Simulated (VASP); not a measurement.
Mn:

```
Mn
1.0
     4.54677    0.00000    0.00000
     0.00000    4.54677    0.00000
     0.00000    0.00000    4.54677
Mn
8
Direct
  0.00000 0.00000 0.00000
  0.50000 0.50000 0.50000
  0.25000 0.00000 0.50000
  0.75000 0.00000 0.50000
  0.50000 0.25000 0.00000
  0.50000 0.75000 0.00000
  0.00000 0.50000 0.25000
  0.00000 0.50000 0.75000
```

| Quantity | Value |
| --- | --- |
| Program | VASP 6.6.1 |
| Task | relaxation of cell and atoms |
| Functional | RPBE |
| Potentials or basis | VASP PAW PBE potentials, release 64 (Mn_pv) |
| Cutoff | 600 eV |
| k mesh | 6 × 6 × 6 |
| Occupations | fermi-dirac, width 0.05 eV |
| Spin | collinear spin, ferromagnetic start |
| Starting moments | [3.0, 3.0, 3.0, 3.0, 3.0, 3.0, 3.0, 3.0] μB |

At the start: pressure -9.6 GPa; volume 11.75 Å³/atom.

How do energy, volume and symmetry change on relaxing?

Over 4 steps the energy falls by 22.5 meV/atom and the volume is 11.02 Å³/atom (-6.2 %); space group Pm-3n (No. 223, to 0.1 Å) before and after; moment 1.15 μB per cell.

Step by step:
```
step  energy change (eV)  largest force (eV/Å)  pressure (GPa)  volume (Å³)
   1              0.0000                0.0000           -9.63        94.00
   2             -0.0669                0.0000           11.08        84.71
   3             -0.1791                0.0000           -0.88        88.47
   4             -0.1800                0.0000           -0.11        88.18
```

Final structure:
```
CELL_PARAMETERS angstrom
4.45095 0.00000 0.00000
0.00000 4.45095 0.00000
0.00000 0.00000 4.45095
ATOMIC_POSITIONS crystal
Mn 0.00000 0.00000 0.00000
Mn 0.50000 0.50000 0.50000
Mn 0.25000 0.00000 0.50000
Mn 0.75000 0.00000 0.50000
Mn 0.50000 0.25000 0.00000
Mn 0.50000 0.75000 0.00000
Mn 0.00000 0.50000 0.25000
Mn 0.00000 0.50000 0.75000
```

Caveat: the PAW data sets were made with another functional, which shifts forces and pressure a little.
